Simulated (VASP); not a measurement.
Wanted: the native input for a VASP 6.6.1 run.

```yaml
Task: single point
Functional: PBE
Potentials_or_basis: VASP PAW PBE potentials, release 64 (Hg, Te)
Cutoff: 520 eV
k_mesh: 6 × 6 × 6
Occupations: fermi-dirac, width 0.02 eV
Spin: no spin polarisation
Dipole_correction: no
Further_INCAR_settings: ALGO = Normal; EDIFF = 1e-06; NBANDS = 16
```

The structure of HgTe lies in POSCAR:

```
HgTe
1.0
    3.7903382476      0.0000000000      0.0000000000
    0.0000000000      3.7903382476      0.0000000000
    0.0000000000      0.0000000000      3.7903382476
Hg Te
1 1
Direct
    0.0000000000      0.0000000000      0.0000000000
    0.5000000000      0.5000000000      0.5000000000
```

These files were run (other wordings do the same):

INCAR

```
SYSTEM = HgTe
ALGO = Normal
EDIFF = 1E-6
ENCUT = 520
GGA = PE
ISIF = 2
ISMEAR = -1
LASPH = .TRUE.
LCHARG = .TRUE.
LELF = .TRUE.
LREAL = .FALSE.
LVHAR = .TRUE.
LWAVE = .FALSE.
NBANDS = 16
NELM = 60
PREC = Accurate
SIGMA = 0.02
```

KPOINTS

```
k-points
0
G
  6 6 6
  0 0 0
```

Potentials or basis: VASP PAW PBE potentials, release 64 (Hg, Te).

Command:

```console
$ cat potpaw_PBE.64/Hg/POTCAR potpaw_PBE.64/Te/POTCAR > POTCAR
$ mpirun -np 1 vasp_std > vasp.out
```

It gave:

The pressure is 0.7 GPa. The band gap on the k mesh is zero (band 9 reaches 5.49 eV, above the bottom of band 10 at 3.69 eV).

Caveat: spin-orbit coupling is left out, which moves the levels of the heavy elements.

It took 18 s on 1 thread of Intel Xeon 8259CL, with other jobs on the host, peak memory 0.16 GiB.
